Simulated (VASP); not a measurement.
# Sn (I4_1/amd) in VASP: a series of runs

The runs below take Sn through single point, with LDA.

All numbers are computed with VASP 6.6.1; they aren't measurements. Logs are shortened: lines on timing, memory, paths and dates and some standing lists are left out, and cuts for length are marked.

## 1. The cell of the first run

The structure is tetragonal, space group I4_1/amd (No. 141). The conventional cell has a = 4.590 Å, b = 4.590 Å, c = 6.589 Å, α = 90.00°, β = 90.00°, γ = 90.00°. Within 3.7 Å of Sn (site symmetry -4m2) lie 4 Sn at 2.82 Å.

## 2. Single point, LDA (strain +0.0150 x Voigt [0, 1, 0, 0, 0, 0])

INCAR reads:

```
SYSTEM = Sn
PREC = Accurate ; ENCUT = 520
EDIFF = 1E-6 ; ISMEAR = 0
SIGMA = 0.15 ; LREAL = .False.
LASPH = .True. ; NELM = 60
ALGO = Fast ; ISIF = 2
LWAVE = .False. ; LCHARG = .True.
GGA = CA ; LELF = .True.
LVHAR = .True. ; NBANDS = 21
```

KPOINTS reads:

```
Automatic mesh
0
Gamma
  12 12 12
  0 0 0
```

POSCAR reads:

```
Sn
1.0
    0.0000000000      3.2942840000      3.2456000000
    3.2456000000      0.0000000000      3.2456000000
    3.2456000000      3.2942840000      0.0000000000
Sn
2
Direct
    0.5000000000      0.5000000000      0.5000000000
    0.7500000000      0.7500000000      0.7500000000
```

Potentials or basis: VASP PAW LDA potentials, release 64 (Sn_d).

Launch:

```console
cat potpaw_LDA.64/Sn_d/POTCAR > POTCAR
mpirun -np 1 vasp_std > vasp.out
```

OUTCAR:

```text
SYSTEM = Sn
   PREC = Accurate
   ENCUT = 520
   EDIFF = 1E-6
   ISMEAR = 0
   LREAL = .False.
   LASPH = .True.
   NELM = 60
   ISIF = 2
   GGA = CA

 ion  position               nearest neighbor table
   1  0.500  0.500  0.500-   2 2.82   2 2.82   2 2.82   2 2.82
   2  0.750  0.750  0.750-   1 2.82   1 2.82   1 2.82   1 2.82

  LATTYP: Found a body centered tetragonal cell.
 ALAT       =     4.5899715380
 C/A-ratio  =     1.4354267658

  Lattice vectors:

 A1 = (   0.0000000000,  -3.2942840000,   3.2456000000)
 A2 = (   0.0000000000,  -3.2942840000,  -3.2456000000)
 A3 = (   3.2456000000,   3.2942840000,   0.0000000000)

Analysis of symmetry for initial positions (statically):
=====================================================================
 Subroutine PRICEL returns:
 Original cell was already a primitive cell.

 Routine SETGRP: Setting up the symmetry group for a
 body centered tetragonal supercell.

 Subroutine GETGRP returns: Found 16 space group operations
 (whereof  8 operations were pure point group operations)
 out of a pool of 16 trial point group operations.

The static configuration has the point symmetry D_2d.
 The point group associated with its full space group is D_4h.

Analysis of symmetry for dynamics (positions and initial velocities):
=====================================================================
 Subroutine PRICEL returns:
 Original cell was already a primitive cell.

 Routine SETGRP: Setting up the symmetry group for a
 body centered tetragonal supercell.

 Subroutine GETGRP returns: Found 16 space group operations
 (whereof  8 operations were pure point group operations)
 out of a pool of 16 trial point group operations.

The dynamic configuration has the point symmetry D_2d.
 The point group associated with its full space group is D_4h.

 Subroutine INISYM returns: Found 16 space group operations
 (whereof  8 operations are pure point group operations),
 and found     1 'primitive' translations

----------------------------------------------------------------------------------------

                                     Primitive cell

  volume of cell :      69.4034

  direct lattice vectors                    reciprocal lattice vectors
     0.000000000  3.294284000  3.245600000    -0.154054720  0.151778049  0.154054720
     3.245600000  0.000000000  3.245600000     0.154054720 -0.151778049  0.154054720
     3.245600000  3.294284000  0.000000000     0.154054720  0.151778049 -0.154054720

  length of vectors
     4.624524455  4.589971538  4.624524455     0.265522673  0.265522673  0.265522673

  position of ions in fractional coordinates (direct lattice)
     0.500000000  0.500000000  0.500000000
     0.750000000  0.750000000  0.750000000

  ion indices of the primitive-cell ions
   primitive index   ion index
                 1           1
                 2           2

----------------------------------------------------------------------------------------

 KPOINTS: Automatic mesh

Automatic generation of k-mesh.
 Grid dimensions read from file:
 generate k-points for:   12   12   12

 Generating k-lattice:

  Cartesian coordinates                     Fractional coordinates (reciprocal lattice)
    -0.012837893  0.012648171  0.012837893     0.083333333  0.000000000  0.000000000
     0.012837893 -0.012648171  0.012837893     0.000000000  0.083333333  0.000000000
     0.012837893  0.012648171 -0.012837893     0.000000000  0.000000000  0.083333333

  Length of vectors
     0.022126889  0.022126889  0.022126889

  Shift w.r.t. Gamma in fractional coordinates (k-lattice)
     0.000000000  0.000000000  0.000000000

 Subroutine IBZKPT returns following result:
 ===========================================

 Found    163 irreducible k-points:

 Following reciprocal coordinates:
            Coordinates               Weight
  0.000000  0.000000  0.000000      1.000000
  0.083333  0.000000  0.000000      8.000000
  0.166667  0.000000 -0.000000      8.000000
  0.250000  0.000000  0.000000      8.000000
  0.333333  0.000000  0.000000      8.000000
  0.416667  0.000000 -0.000000      8.000000
[... 16 lines left out ...]
  0.500000  0.166667  0.000000     16.000000
 -0.416667  0.166667 -0.000000     16.000000
 [... further k-points ...]
   k-points           NKPTS =    163   k-points in BZ     NKDIM =    163   number of bands    NBANDS=     21
   number of dos      NEDOS =    301   number of ions     NIONS =      2
   total plane-waves  NPLWV =  46656
   dimension x,y,z NGX =    36 NGY =   36 NGZ =   36
   dimension x,y,z NGXF=    72 NGYF=   72 NGZF=   72
   ions per type =               2
   NGX,Y,Z   is equivalent  to a cutoff of  12.94, 13.04, 12.94 a.u.
   NGXF,Y,Z  is equivalent  to a cutoff of  25.88, 26.08, 25.88 a.u.
 SYSTEM =  Sn
   PREC   = accura    normal or accurate (medium, high low for compatibility)
   ISTART =      0    job   : 0-new  1-cont  2-samecut
   ICHARG =      2    charge: 1-file 2-atom 10-const
   ISPIN  =      1    spin polarized calculation?
   LNONCOLLINEAR =      F non collinear calculations
   LSORBIT =      F    spin-orbit coupling
   LASPH  =      T    aspherical Exc in radial PAW
   ENCUT  =  520.0 eV  38.22 Ry    6.18 a.u.   8.60  8.53  8.60*2*pi/ulx,y,z
   NELM   =     60;   NELMIN=  2; NELMDL= -5     # of ELM steps
   EDIFF  = 0.1E-05   stopping-criterion for ELM
   LREAL  =      F    real-space projection
   EDIFFG = 0.1E-04   stopping-criterion for IOM
   NSW    =      0    number of steps for IOM
   IBRION =     -1    ionic relax: 0-MD 1-quasi-New 2-CG
   NFREE  =      0    steps in history (QN), initial steepest desc. (CG)
   ISIF   =      2    stress and relaxation
   ISYM   =      2    0-nonsym 1-usesym 2-fastsym
   POTIM  = 0.5000    time-step for ionic-motion
   TEBEG  =    0.0;   TEEND  =   0.0 temperature during run
   PSTRESS=    0.0 pullay stress
   NELECT =      28.0000    total number of electrons
   NUPDOWN=      -1.0000    fix difference up-down
   EMIN   =  10.00;   EMAX   =-10.00  energy-range for DOS
   EFERMI =   0.00;   METHOD = LEGACY
   ISMEAR =     0;   SIGMA  =   0.15  broadening in eV -4-tet -1-fermi 0-gaus
   EFERMI_NEDOS =   21; number of points for ismear=-14 and -15
   IALGO  =     68    algorithm
   IMIX   =      4    mixing-type and parameters
     AMIX     =   0.40;   BMIX     =  1.00
     AMIX_MAG =   1.60;   BMIX_MAG =  1.00
  volume/ion in A,a.u.               =      34.70       234.18
  Fermi-wavevector in a.u.,A,eV,Ry     =   1.209671  2.285946 19.909449  1.463303
  Thomas-Fermi vector in A             =   2.345241
   LORBIT       =      0    0 simple, 1 ext, 2 COOP (PROOUT), +10 PAW based schemes
   GGA     = CA    functional components
   LHFCALC =     F    Hartree Fock is set to
   AEXX    =    0.0000 exact exchange contribution
   IVDW    =     0    specifies the selected vdW correction
   LEPSILON=     F    determine dielectric tensor
   LRPA    =     F    only Hartree local field effects (RPA)
 non-spin polarized calculation
 RMM-DIIS sequential band-by-band and
 Gauss-broadening in eV      SIGMA  =   0.15
  energy-cutoff  :      520.00
  volume of cell :       69.40
 maximum number of plane-waves:      1891
   NGX = 17   NGY = 17   NGZ = 17

 number of electron      27.9999991 magnetization

 Free energy of the ion-electron system (eV)
  ---------------------------------------------------
  ext. energy  EPLUGINS =         0.00000000
  ---------------------------------------------------
  free energy    TOTEN  =        -8.93793887 eV

  energy without entropy =       -8.93575424  energy(sigma->0) =       -8.93684656

 E-fermi :   5.1837     XC(G=0):  -9.1275

 val. band max:        5.1831599472   @ k =   0.0833   0.0000   0.0000
 cond. band min:       5.2215139910   @ k =   0.0000   0.0000   0.0000
 fundamental gap:      0.0383540438
 Fermi energy:         5.1836875195

 k-point     1 :       0.0000    0.0000    0.0000
  band No.  band energies     occupation
      1     -16.3838      2.00000
      2     -16.3838      2.00000
      3     -16.3781      2.00000
      4     -16.3235      2.00000
      5     -16.3214      2.00000
      6     -16.0289      2.00000
[... 13 lines left out ...]
     20      13.0771      0.00000
     21      13.3169      0.00000

 k-point     2 :       0.0833    0.0000    0.0000
  band No.  band energies     occupation
      1     -16.3891      2.00000
      2     -16.3862      2.00000
      3     -16.3794      2.00000
      4     -16.3160      2.00000
      5     -16.3143      2.00000
      6     -16.0382      2.00000
[... 13 lines left out ...]
     20      12.4660      0.00000
     21      12.6526      0.00000

 k-point     3 :       0.1667    0.0000   -0.0000
  band No.  band energies     occupation
      1     -16.3994      2.00000
      2     -16.3955      2.00000
      3     -16.3756      2.00000
      4     -16.3003      2.00000
      5     -16.2992      2.00000
      6     -16.0534      2.00000
[... 13 lines left out ...]
     20      12.0526      0.00000
     21      12.1786      0.00000

 k-point     4 :       0.2500    0.0000    0.0000
  band No.  band energies     occupation
      1     -16.4088      2.00000
      2     -16.4042      2.00000
      3     -16.3692      2.00000
      4     -16.2845      2.00000
      5     -16.2839      2.00000
      6     -16.0674      2.00000
[... 13 lines left out ...]
     20      12.0600      0.00000
     21      12.1098      0.00000

 k-point     5 :       0.3333    0.0000    0.0000
  band No.  band energies     occupation
      1     -16.4153      2.00000
      2     -16.4100      2.00000
      3     -16.3626      2.00000
      4     -16.2726      2.00000
      5     -16.2723      2.00000
      6     -16.0769      2.00000
[... 13 lines left out ...]
     20      12.5106      0.00000
     21      12.5290      0.00000

 k-point     6 :       0.4167    0.0000   -0.0000
  band No.  band energies     occupation
      1     -16.4189      2.00000
      2     -16.4130      2.00000
      3     -16.3575      2.00000
      4     -16.2658      2.00000
      5     -16.2658      2.00000
      6     -16.0819      2.00000
[... 13 lines left out ...]
     20      13.2700      0.00000
     21      13.3449      0.00000

 k-point     7 :       0.5000    0.0000    0.0000
  band No.  band energies     occupation
      1     -16.4200      2.00000
      2     -16.4139      2.00000
      3     -16.3557      2.00000
      4     -16.2638      2.00000
      5     -16.2637      2.00000
      6     -16.0834      2.00000
[... 13 lines left out ...]
     20      13.8624      0.00000
     21      13.9502      0.00000
[... 291 lines left out ...]
      1     -16.4089      2.00000
      2     -16.4012      2.00000
      3     -16.3793      2.00000
      4     -16.2887      2.00000
      5     -16.2555      2.00000
      6     -16.1175      2.00000
[... 13 lines left out ...]
     20      12.3714      0.00000
     21      13.3380      0.00000

 k-point    21 :       0.3333    0.1667   -0.0000
  band No.  band energies     occupation
      1     -16.4225      2.00000
      2     -16.4090      2.00000
      3     -16.3625      2.00000
      4     -16.2734      2.00000
      5     -16.2400      2.00000
      6     -16.1321      2.00000
[... 13 lines left out ...]
     20      12.7785      0.00000
     21      13.5272      0.00000

 k-point    22 :       0.4167    0.1667   -0.0000
  band No.  band energies     occupation
      1     -16.4332      2.00000
      2     -16.4154      2.00000
      3     -16.3444      2.00000
      4     -16.2588      2.00000
      5     -16.2332      2.00000
      6     -16.1359      2.00000
[... 13 lines left out ...]
     20      13.3731      0.00000
     21      14.0855      0.00000

 k-point    23 :       0.5000    0.1667    0.0000
  band No.  band energies     occupation
      1     -16.4396      2.00000
      2     -16.4202      2.00000
      3     -16.3295      2.00000
      4     -16.2464      2.00000
      5     -16.2370      2.00000
      6     -16.1277      2.00000
[... 13 lines left out ...]
     20      13.7489      0.00000
     21      14.0796      0.00000

 k-point    24 :      -0.4167    0.1667   -0.0000
  band No.  band energies     occupation
      1     -16.4406      2.00000
      2     -16.4230      2.00000
      3     -16.3228      2.00000
      4     -16.2487      2.00000
      5     -16.2376      2.00000
      6     -16.1122      2.00000
[... 13 lines left out ...]
     20      13.0240      0.00000
     21      13.1752      0.00000

 [... further k-points ...]

------------------------ aborting loop because EDIFF is reached ----------------------------------------

  FORCE on cell =-STRESS in cart. coord.  units (eV):
  Direction    XX          YY          ZZ          XY          YZ          ZX
  --------------------------------------------------------------------------------------
  -------------------------------------------------------------------------------------
  Total       -0.3711549     -0.5775207     -0.3711549      0.0000000     -0.0000000      0.0000000
  in kB       -8.5681046    -13.3320555     -8.5681046      0.0000000     -0.0000000      0.0000000
  external PRESSURE =     -10.1560882 kB  Pullay stress =       0.0000000 kB

 VOLUME and BASIS-vectors are now :
 -----------------------------------------------------------------------------
  energy-cutoff  :      520.00
  volume of cell :       69.40
      direct lattice vectors                 reciprocal lattice vectors
     0.000000000  3.294284000  3.245600000    -0.154054720  0.151778049  0.154054720
     3.245600000  0.000000000  3.245600000     0.154054720 -0.151778049  0.154054720
     3.245600000  3.294284000  0.000000000     0.154054720  0.151778049 -0.154054720

 POSITION                                       TOTAL-FORCE (eV/Angst)
 -----------------------------------------------------------------------------------
      3.24560      3.29428      3.24560        -0.000000      0.000000     -0.000000
      4.86840      4.94143      4.86840         0.000000      0.000000      0.000000
 -----------------------------------------------------------------------------------
    total drift:                                0.000000      0.000000      0.000000

  FREE ENERGIE OF THE ION-ELECTRON SYSTEM (eV)
  ---------------------------------------------------
  free  energy   TOTEN  =        -8.9379388745 eV

  energy  without entropy=       -8.9357542379  energy(sigma->0) =       -8.93684656
```

It took 4 min on 1 thread of Intel Xeon Platinum 8259CL at 2.50GHz (Skylake/Cascade Lake), shared host; peak memory 0.3 GiB.

What came out:

* Free energy: -8.9379 eV
* Pressure: -1.0 GPa
* Band gap on the k mesh: zero (bands 14 and 15 overlap by 0.25 eV)

Caveat: the cell differs from its parent crystal (strain +0.0150 x Voigt [0, 1, 0, 0, 0, 0]); spin-orbit coupling is left out, which moves the levels of the heavy elements.

## 3. Single point, LDA (strain +0.0200 x Voigt [0, 1, 0, 0, 0, 0])

INCAR reads:

```
SYSTEM = Sn
PREC = Accurate
ENCUT = 520
EDIFF = 1E-6
ISMEAR = 0
SIGMA = 0.15
LREAL = .False.
LASPH = .True.
NELM = 60
ALGO = Fast
ISIF = 2
LWAVE = .False.
LCHARG = .False.
GGA = CA
NBANDS = 21
```

KPOINTS reads:

```
regular mesh
0
Gamma
  12 12 12
  0 0 0
```

POSCAR reads:

```
Sn
1.0
    0.0000000000      3.3105120000      3.2456000000
    3.2456000000      0.0000000000      3.2456000000
    3.2456000000      3.3105120000      0.0000000000
Sn
2
Direct
    0.5000000000      0.5000000000      0.5000000000
    0.7500000000      0.7500000000      0.7500000000
```

Potentials or basis: VASP PAW LDA potentials, release 64 (Sn_d).

Launch:

```console
cat potpaw_LDA.64/Sn_d/POTCAR > POTCAR
mpirun -np 1 vasp_std > vasp.out
```

OUTCAR:

```text
SYSTEM = Sn
   PREC = Accurate
   ENCUT = 520
   EDIFF = 1E-6
   ISMEAR = 0
   LREAL = .False.
   LASPH = .True.
   NELM = 60
   ISIF = 2
   GGA = CA

 ion  position               nearest neighbor table
   1  0.500  0.500  0.500-   2 2.83   2 2.83   2 2.83   2 2.83
   2  0.750  0.750  0.750-   1 2.83   1 2.83   1 2.83   1 2.83

  LATTYP: Found a body centered tetragonal cell.
 ALAT       =     4.5899715380
 C/A-ratio  =     1.4424978336

  Lattice vectors:

 A1 = (   0.0000000000,  -3.3105120000,   3.2456000000)
 A2 = (   0.0000000000,  -3.3105120000,  -3.2456000000)
 A3 = (   3.2456000000,   3.3105120000,   0.0000000000)

Analysis of symmetry for initial positions (statically):
=====================================================================
 Subroutine PRICEL returns:
 Original cell was already a primitive cell.

 Routine SETGRP: Setting up the symmetry group for a
 body centered tetragonal supercell.

 Subroutine GETGRP returns: Found 16 space group operations
 (whereof  8 operations were pure point group operations)
 out of a pool of 16 trial point group operations.

The static configuration has the point symmetry D_2d.
 The point group associated with its full space group is D_4h.
[... 160 lines left out ...]

  energy without entropy =       -8.93279958  energy(sigma->0) =       -8.93388611

 E-fermi :   5.1298     XC(G=0):  -9.1066

 val. band max:        5.0641302878   @ k =  -0.0833   0.0833   0.0000
 cond. band min:       5.1430852656   @ k =  -0.0833   0.0000   0.0833
 fundamental gap:      0.0789549778
 Fermi energy:         5.1297841608

 k-point     1 :       0.0000    0.0000    0.0000
  band No.  band energies     occupation
      1     -16.4262      2.00000
      2     -16.4262      2.00000
      3     -16.4188      2.00000
      4     -16.3663      2.00000
      5     -16.3636      2.00000
      6     -16.0772      2.00000
[... 565 lines left out ...]
     20      12.9678      0.00000
     21      13.1237      0.00000

 [... further k-points ...]

------------------------ aborting loop because EDIFF is reached ----------------------------------------

  FORCE on cell =-STRESS in cart. coord.  units (eV):
  Direction    XX          YY          ZZ          XY          YZ          ZX
  --------------------------------------------------------------------------------------
  -------------------------------------------------------------------------------------
  Total       -0.4321201     -0.7093515     -0.4321201      0.0000000     -0.0000000      0.0000000
  in kB       -9.9265848    -16.2950949     -9.9265848      0.0000000     -0.0000000      0.0000000
  external PRESSURE =     -12.0494215 kB  Pullay stress =       0.0000000 kB

 VOLUME and BASIS-vectors are now :
 -----------------------------------------------------------------------------
  energy-cutoff  :      520.00
  volume of cell :       69.75
      direct lattice vectors                 reciprocal lattice vectors
     0.000000000  3.310512000  3.245600000    -0.154054720  0.151034039  0.154054720
     3.245600000  0.000000000  3.245600000     0.154054720 -0.151034039  0.154054720
     3.245600000  3.310512000  0.000000000     0.154054720  0.151034039 -0.154054720

 POSITION                                       TOTAL-FORCE (eV/Angst)
 -----------------------------------------------------------------------------------
      3.24560      3.31051      3.24560        -0.000000      0.000000     -0.000000
      4.86840      4.96577      4.86840         0.000000      0.000000      0.000000
 -----------------------------------------------------------------------------------
    total drift:                                0.000000      0.000000      0.000000

  FREE ENERGIE OF THE ION-ELECTRON SYSTEM (eV)
  ---------------------------------------------------
  free  energy   TOTEN  =        -8.9349726419 eV

  energy  without entropy=       -8.9327995833  energy(sigma->0) =       -8.93388611
```

stdout:

```text
POSCAR found type information on POSCAR Sn
 POSCAR found :  1 types and       2 ions
 scaLAPACK will be used
 LDA part: xc-table for (Slater(with rela. corr.)+CA(PZ))
 , standard interpolation
 POSCAR, INCAR and KPOINTS ok, starting setup
 FFT: planning ... GRIDC
 FFT: planning ... GRID_SOFT
 FFT: planning ... GRID
 WAVECAR not read
 entering main loop
```

It took 4.3 min on 1 thread of Intel Xeon Platinum 8259CL at 2.50GHz (Skylake/Cascade Lake), shared host; peak memory 0.31 GiB.

Results:

```
Free energy            : -8.9350 eV
Pressure               : -1.2 GPa
Band gap on the k mesh : zero (bands 14 and 15 overlap by 0.27 eV)
```

Stress tensor (GPa, compression positive):
```
-0.99  0.00  0.00
 0.00 -1.63  0.00
 0.00  0.00 -0.99
```

Caveat: the cell differs from its parent crystal (strain +0.0200 x Voigt [0, 1, 0, 0, 0, 0]); spin-orbit coupling is left out, which moves the levels of the heavy elements.
